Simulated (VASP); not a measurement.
Wanted: the native input for a VASP 6.6.1 run.

| Quantity | Value |
| --- | --- |
| Task | single point |
| Functional | PBEsol |
| Potentials or basis | VASP PAW PBE potentials, release 64 (Rb_sv, Br) |
| Cutoff | 520 eV |
| k mesh | 6 × 6 × 6 |
| Occupations | gaussian, width 0.01 eV |
| Spin | no spin polarisation |
| Dipole correction | no |
| Further INCAR settings | ALGO = Normal; EDIFF = 1e-07; NBANDS = 15 |

The structure of RbBr lies in POSCAR:

```
RbBr
1.0
    4.0700851177     -0.0101752128     -0.0101752128
   -0.0101752128      4.0700851177     -0.0101752128
   -0.0101752128     -0.0101752128      4.0700851177
Rb Br
1 1
Direct
    0.0000000000      0.0000000000      0.0000000000
    0.5000000000      0.5000000000      0.5000000000
```

This cell differs from its parent crystal: equal xy, yz and zx engineering shears of -0.5 %.

One way to write it, as run:

INCAR

```
PREC = Accurate
ENCUT = 520
EDIFF = 1E-7
ISMEAR = 0
SIGMA = 0.01
LREAL = False
LASPH = True
NELM = 60
ALGO = Normal
ISIF = 2
LWAVE = False
LCHARG = False
GGA = PS
NBANDS = 15
```

KPOINTS

```
regular mesh
0
Gamma
  6 6 6
```

Potentials or basis: VASP PAW PBE potentials, release 64 (Rb_sv, Br).

The run is started by

```console
$ cat potpaw_PBE.64/Rb_sv/POTCAR potpaw_PBE.64/Br/POTCAR > POTCAR
$ mpirun -np 1 vasp_std > vasp.out
```

It gave:

```
Pressure               : 0.1 GPa
Band gap on the k mesh : 4.04 eV (least direct gap 4.20 eV)
```

Caveat: the cell differs from its parent crystal (equal xy, yz and zx engineering shears of -0.5 %); the PAW data sets were made with another functional, which shifts forces and pressure a little.

Wall time 36 s on 1 thread of Intel(R) Xeon(R) Platinum 8375C CPU @ 2.90GHz (Ice Lake) (shared host), peak memory 0.18 GiB.
